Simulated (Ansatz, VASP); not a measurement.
GdO: VASP beside Ansatz

The input POSCAR:

```
GdO
1.0
    0.0000000000      2.6448824935      2.6448824935
    2.6448824935      0.0000000000      2.6448824935
    2.6448824935      2.6448824935      0.0000000000
Gd O
1 1
Direct
    0.0000000000      0.0000000000      0.0000000000
    0.2500000000      0.2500000000      0.2500000000
```

INCAR.step1

```
SYSTEM = GdO
  PREC = Accurate
  ENCUT = 520
  ISMEAR = -1
  SIGMA = 0.05
  LREAL = .False.
  LASPH = .True.
  NELM = 150
  ISPIN = 2
  MAGMOM = 7 0
  LMAXMIX = 6
  NBANDS = 23
  GGA = PE
  ALGO = Normal
  EDIFF = 1E-4
  LWAVE = .True.
  LCHARG = .False.
```

Contents of INCAR.step2:

```
SYSTEM = GdO
  PREC = Accurate
  ENCUT = 520
  EDIFF = 1E-7
  ISMEAR = -1
  SIGMA = 0.05
  LREAL = .False.
  LASPH = .True.
  NELM = 150
  ALGO = Normal
  ISIF = 2
  LWAVE = .False.
  LCHARG = .False.
  ISPIN = 2
  MAGMOM = 7 0
  LORBIT = 11
  LMAXMIX = 6
  METAGGA = R2SCAN
  LMIXTAU = .True.
  NBANDS = 23
  ISTART = 1
```

The input KPOINTS:

```
regular mesh
0
Gamma
  9 9 9
  0 0 0
```

The input input.yaml:

```yaml
crystal:
  lattice:
    - [0.0, 2.6448824935, 2.6448824935]
    - [2.6448824935, 0.0, 2.6448824935]
    - [2.6448824935, 2.6448824935, 0.0]
  atoms:
    - { symbol: Gd, position: [0.0, 0.0, 0.0], spin: 7.0 }
    - { symbol: O, position: [0.25, 0.25, 0.25] }
hamiltonian:
  xc: r2scan
  pseudopotentials: { kind: paw }
magnetization:
  spin_polarized: true
kpoints:
  mp_grid: { grid: [9, 9, 9] }
scf:
  occupations: { method: fermi_dirac, width: 0.05 }
output:
  forces: true
  stress: true
  eigenvalues: true
```

Alike in both runs: task single point; functional r2SCAN; k mesh 9 × 9 × 9; occupations fermi-dirac, width 0.05 eV; collinear spin.

```csv
,VASP,Ansatz
version,VASP 6.6.1,Ansatz 0.2.0
potentials or method,"VASP PAW PBE potentials, release 64 (Gd, O)",Ansatz PAW
plane-wave cutoff (eV),520,500
valence electrons in the cell,24,24
```

Ansatz gave:

```
gap on the k mesh at the Fermi level (eV)                     : none
pressure (GPa)                                                : 4.7
net moment per atom (μB)                                      : 3.97
size of the moment on the site where the two differ most (μB) : 0.04
```

Q: Estimate VASP's values.

A: gap on the k mesh at the Fermi level (eV): none; pressure (GPa): 4.7; net moment per atom (μB): 3.97; size of the moment on the site where the two differ most (μB): 0.03.

VASP's potentials were made for PBE, not for r2SCAN. Site moments also hang on the region over which each program counts them. A gap of «none» marks a metal or a gap that the smearing closes.

Spin-orbit coupling is off throughout. Noted on Ansatz's run: the magnetic or orbital state may not be the lowest.
